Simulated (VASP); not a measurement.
# Nb2SiO2 (P6_3/mmc) in VASP: single point with PBE

Aim: the single point of Nb2SiO2 with PBE.

Program: VASP 6.6.1. These are calculated values, not measurements. Logs are shortened: lines on timing, memory, paths and dates and some standing lists are left out, and cuts for length are marked.

## (1) The cell of the first run

The structure is hexagonal, space group P6_3/mmc (No. 194). The conventional cell has a = 3.279 Å, b = 3.279 Å, c = 14.128 Å, α = 90.00°, β = 90.00°, γ = 120.00°. Within 2.8 Å of Nb (site symmetry 3m) lie 4 O at 2.12 to 2.40 Å and 3 Si at 2.65 Å. Si (site symmetry -6m2) has 6 Nb at 2.65 Å and 2 O at 2.81 Å and 6 Si at 3.28 Å within 3.5 Å. Within 2.9 Å of O (site symmetry 3m) lie 4 Nb at 2.12 to 2.40 Å and 3 O at 2.38 Å and 1 Si at 2.81 Å.

## (2) Single point, PBE, collinear spin, zero start

File INCAR:

```
SYSTEM = Nb2SiO2
PREC     = Accurate       ! precision mode
ENCUT    = 600            ! plane-wave cutoff, eV
EDIFF    = 1E-6           ! SCF threshold, eV
ISMEAR   = 0              ! smearing method
SIGMA    = 0.1            ! smearing width, eV
LREAL    = .False.        ! projectors in reciprocal space
LASPH    = .True.         ! aspherical terms in the spheres
NELM     = 200            ! most SCF steps
ALGO     = Normal         ! electronic algorithm
ISIF     = 2              ! what is computed and relaxed
LWAVE    = .False.        ! write WAVECAR
LCHARG   = .True.         ! write CHGCAR
ISPIN    = 2              ! spin polarisation
MAGMOM   = 0 0 0 0 0 0 0 0 0 0 ! initial moments
LORBIT   = 11             ! projections on sites
LMAXMIX  = 4              ! l up to which the mixer works
GGA      = PE             ! functional
LELF     = .True.         ! ELF
LVHAR    = .True.       
NBANDS   = 57             ! bands
GGA_COMPAT= .False.
```

File KPOINTS:

```
regular mesh
0
Gamma
  6 6 2
  0 0 0
```

File POSCAR:

```
Nb2SiO2
1.0
    3.2793978739      0.0000000000      0.0000000000
   -1.6396989370      2.8400418679      0.0000000000
    0.0000000000      0.0000000000     14.1277037182
Nb Si O
4 2 4
Direct
    0.6666666667      0.3333333333      0.3811802040
    0.3333333333      0.6666666667      0.6188197960
    0.6666666667      0.3333333333      0.1188197960
    0.3333333333      0.6666666667      0.8811802040
    0.3333333333      0.6666666667      0.2500000000
    0.6666666667      0.3333333333      0.7500000000
    0.3333333333      0.6666666667      0.4491370957
    0.6666666667      0.3333333333      0.5508629043
    0.3333333333      0.6666666667      0.0508629043
    0.6666666667      0.3333333333      0.9491370957
```

Potentials or basis: VASP PAW PBE potentials, release 64 (Nb_sv, Si, O).

The run is started by

```
$ cat potpaw_PBE.64/Nb_sv/POTCAR potpaw_PBE.64/Si/POTCAR potpaw_PBE.64/O/POTCAR > POTCAR
$ mpirun -np 1 vasp_std > vasp.out
```

OUTCAR:

```text
SYSTEM = Nb2SiO2
   PREC = Accurate
   ENCUT = 600
   EDIFF = 1E-6
   ISMEAR = 0
   LREAL = .False.
   LASPH = .True.
   NELM = 200
   ISIF = 2
   ISPIN = 2
   LORBIT = 11
   GGA = PE

 ion  position               nearest neighbor table
   1  0.667  0.333  0.381-   7 2.12   7 2.12   7 2.12   8 2.40   5 2.65   5 2.65   5 2.65
   2  0.333  0.667  0.619-   8 2.12   8 2.12   8 2.12   7 2.40   6 2.65   6 2.65   6 2.65
   3  0.667  0.333  0.119-   9 2.12   9 2.12   9 2.12  10 2.40   5 2.65   5 2.65   5 2.65
   4  0.333  0.667  0.881-  10 2.12  10 2.12  10 2.12   9 2.40   6 2.65   6 2.65   6 2.65
   5  0.333  0.667  0.250-   1 2.65   3 2.65   1 2.65   3 2.65   1 2.65   3 2.65
   6  0.667  0.333  0.750-   2 2.65   4 2.65   2 2.65   4 2.65   2 2.65   4 2.65
   7  0.333  0.667  0.449-   1 2.12   1 2.12   1 2.12   2 2.40
   8  0.667  0.333  0.551-   2 2.12   2 2.12   2 2.12   1 2.40
   9  0.333  0.667  0.051-   3 2.12   3 2.12   3 2.12   4 2.40
  10  0.667  0.333  0.949-   4 2.12   4 2.12   4 2.12   3 2.40

  LATTYP: Found a hexagonal cell.
 ALAT       =     3.2793978739
 C/A-ratio  =     4.3080175878

  Lattice vectors:

 A1 = (   3.2793978739,   0.0000000000,   0.0000000000)
 A2 = (  -1.6396989370,   2.8400418679,   0.0000000000)
 A3 = (   0.0000000000,   0.0000000000,  14.1277037182)

Analysis of symmetry for initial positions (statically):
=====================================================================
 Subroutine PRICEL returns:
 Original cell was already a primitive cell.

 Routine SETGRP: Setting up the symmetry group for a
 hexagonal supercell.

 Subroutine GETGRP returns: Found 24 space group operations
 (whereof 12 operations were pure point group operations)
 out of a pool of 24 trial point group operations.

The static configuration has the point symmetry D_3d.
 The point group associated with its full space group is D_6h.

Analysis of symmetry for dynamics (positions and initial velocities):
=====================================================================
 Subroutine PRICEL returns:
 Original cell was already a primitive cell.

 Routine SETGRP: Setting up the symmetry group for a
 hexagonal supercell.

 Subroutine GETGRP returns: Found 24 space group operations
 (whereof 12 operations were pure point group operations)
 out of a pool of 24 trial point group operations.

The dynamic configuration has the point symmetry D_3d.
 The point group associated with its full space group is D_6h.

Analysis of structural, dynamic, and magnetic symmetry:
=====================================================================
 Subroutine PRICEL returns:
 Original cell was already a primitive cell.

 Routine SETGRP: Setting up the symmetry group for a
[... 168 lines left out ...]
 Fermi energy:         9.6933363368

 spin component 1

 k-point     1 :       0.0000    0.0000    0.0000
  band No.  band energies     occupation
      1     -45.9380      1.00000
      2     -45.9357      1.00000
      3     -45.9330      1.00000
      4     -45.9307      1.00000
      5     -22.1222      1.00000
      6     -22.0737      1.00000
[... 787 lines left out ...]
     53      13.6300      0.00000
     54      13.6300      0.00000
 Fermi energy:         9.6933363368

 spin component 2

 k-point     1 :       0.0000    0.0000    0.0000
  band No.  band energies     occupation
      1     -45.9380      1.00000
      2     -45.9357      1.00000
      3     -45.9330      1.00000
      4     -45.9307      1.00000
      5     -22.1222      1.00000
      6     -22.0737      1.00000
[... 787 lines left out ...]
     53      13.6300      0.00000
     54      13.6300      0.00000
 [bands above 54 left out]

------------------------ aborting loop because EDIFF is reached ----------------------------------------

  FORCE on cell =-STRESS in cart. coord.  units (eV):
  Direction    XX          YY          ZZ          XY          YZ          ZX
  --------------------------------------------------------------------------------------
  -------------------------------------------------------------------------------------
  Total       -1.3163428     -1.3163428      1.4501175      0.0000000      0.0000000     -0.0000000
  in kB      -16.0283627    -16.0283627     17.6572613      0.0000000      0.0000000     -0.0000000
  external PRESSURE =      -4.7998214 kB  Pullay stress =       0.0000000 kB

 VOLUME and BASIS-vectors are now :
 -----------------------------------------------------------------------------
  energy-cutoff  :      600.00
  volume of cell :      131.58
      direct lattice vectors                 reciprocal lattice vectors
     3.279397874  0.000000000  0.000000000     0.304934027  0.176053743  0.000000000
    -1.639698937  2.840041868  0.000000000     0.000000000  0.352107485  0.000000000
     0.000000000  0.000000000 14.127703718     0.000000000  0.000000000  0.070782911

 POSITION                                       TOTAL-FORCE (eV/Angst)
 -----------------------------------------------------------------------------------
      1.63970      0.94668      5.38520         0.000000      0.000000      0.106899
     -0.00000      1.89336      8.74250        -0.000000     -0.000000     -0.106899
      1.63970      0.94668      1.67865         0.000000     -0.000000     -0.106899
     -0.00000      1.89336     12.44905        -0.000000      0.000000      0.106899
     -0.00000      1.89336      3.53193        -0.000000     -0.000000      0.000000
      1.63970      0.94668     10.59578        -0.000000      0.000000      0.000000
     -0.00000      1.89336      6.34528        -0.000000      0.000000     -0.096770
      1.63970      0.94668      7.78243        -0.000000     -0.000000      0.096770
     -0.00000      1.89336      0.71858        -0.000000      0.000000      0.096770
      1.63970      0.94668     13.40913         0.000000     -0.000000     -0.096770
 -----------------------------------------------------------------------------------
    total drift:                                0.000000     -0.000000      0.000000

  FREE ENERGIE OF THE ION-ELECTRON SYSTEM (eV)
  ---------------------------------------------------
  free  energy   TOTEN  =       -84.8383305272 eV

  energy  without entropy=      -84.8284604623  energy(sigma->0) =      -84.83339549

 total charge

# of ion       s       p       d       tot
------------------------------------------
    1        2.152   6.041   2.310  10.503
    2        2.152   6.041   2.310  10.503
    3        2.152   6.041   2.310  10.503
    4        2.152   6.041   2.310  10.503
    5        0.776   0.932   0.000   1.708
    6        0.776   0.932   0.000   1.708
    7        1.580   3.431   0.000   5.011
    8        1.580   3.431   0.000   5.011
    9        1.580   3.431   0.000   5.011
   10        1.580   3.431   0.000   5.011
--------------------------------------------------
tot         16.481  39.752   9.241  65.474

 magnetization (x)

# of ion       s       p       d       tot
------------------------------------------
    1        0.000   0.000   0.000   0.000
    2        0.000   0.000   0.000   0.000
    3        0.000   0.000   0.000   0.000
    4        0.000   0.000   0.000   0.000
    5       -0.000  -0.000   0.000  -0.000
    6       -0.000  -0.000   0.000  -0.000
    7        0.000  -0.000   0.000  -0.000
    8        0.000  -0.000   0.000  -0.000
    9        0.000  -0.000   0.000  -0.000
   10        0.000  -0.000   0.000  -0.000
--------------------------------------------------
tot          0.000  -0.000   0.000   0.000
```

stdout:

```text
POSCAR found type information on POSCAR NbSiO
 POSCAR found :  3 types and      10 ions
 scaLAPACK will be used
 LDA part: xc-table for (Slater+PW92), standard interpolation
 POSCAR, INCAR and KPOINTS ok, starting setup
 FFT: planning ... GRIDC
 FFT: planning ... GRID_SOFT
 FFT: planning ... GRID
 WAVECAR not read
 entering main loop
```

Run time: 8.7 min. Hardware: 1 thread of Intel Xeon 6975P-C (Granite Rapids), shared host; peak memory 0.46 GiB.

Results:

```
Free energy                                           : -84.8383 eV
Pressure                                              : -0.5 GPa
Largest force                                         : 0.107 eV/Å
Band gap on the k mesh                                : zero (filled and empty bands overlap)
Net moment                                            : 0.00 μB per cell
Valence electrons inside the program's atomic spheres : Nb 10.50; Si 1.71; O 5.01
```

Forces on the atoms (eV/Å):
```
Nb   0.000  0.000  0.107
Nb   0.000  0.000 -0.107
Nb   0.000  0.000 -0.107
Nb   0.000  0.000  0.107
Si   0.000  0.000  0.000
Si   0.000  0.000  0.000
O    0.000  0.000 -0.097
O    0.000  0.000  0.097
O    0.000  0.000  0.097
O    0.000  0.000 -0.097
```

Levels at points of the mesh, in eV from the Fermi level:
Spin up:
```tsv
k point	band 38	band 39	band 40	band 41	band 42	band 43	band 44	band 45	band 46	band 47
(0.00, 0.00, 0.00)	-0.45	-0.11	-0.11	-0.10	0.19	0.19	0.66	0.66	0.91	0.93
(0.50, 0.00, 0.00)	-1.91	-0.96	-0.57	-0.28	-0.17	0.23	0.50	1.46	1.62	2.16
(0.00, 0.00, 0.50)	-0.33	-0.33	-0.33	0.10	0.10	0.47	0.47	0.47	0.47	1.90
(0.50, 0.00, 0.50)	-1.95	-0.74	-0.74	-0.23	-0.23	0.36	0.36	1.54	1.54	2.34
```
Spin down:
```
           k point  band 38  band 39  band 40  band 41  band 42  band 43  band 44  band 45  band 46  band 47
(0.00, 0.00, 0.00)    -0.45    -0.11    -0.11    -0.10     0.19     0.19     0.66     0.66     0.91     0.93
(0.50, 0.00, 0.00)    -1.91    -0.96    -0.57    -0.28    -0.17     0.23     0.50     1.46     1.62     2.16
(0.00, 0.00, 0.50)    -0.33    -0.33    -0.33     0.10     0.10     0.47     0.47     0.47     0.47     1.90
(0.50, 0.00, 0.50)    -1.95    -0.74    -0.74    -0.23    -0.23     0.36     0.36     1.54     1.54     2.34
```

Caveat: the k points lie up to 0.37 Å⁻¹ apart.
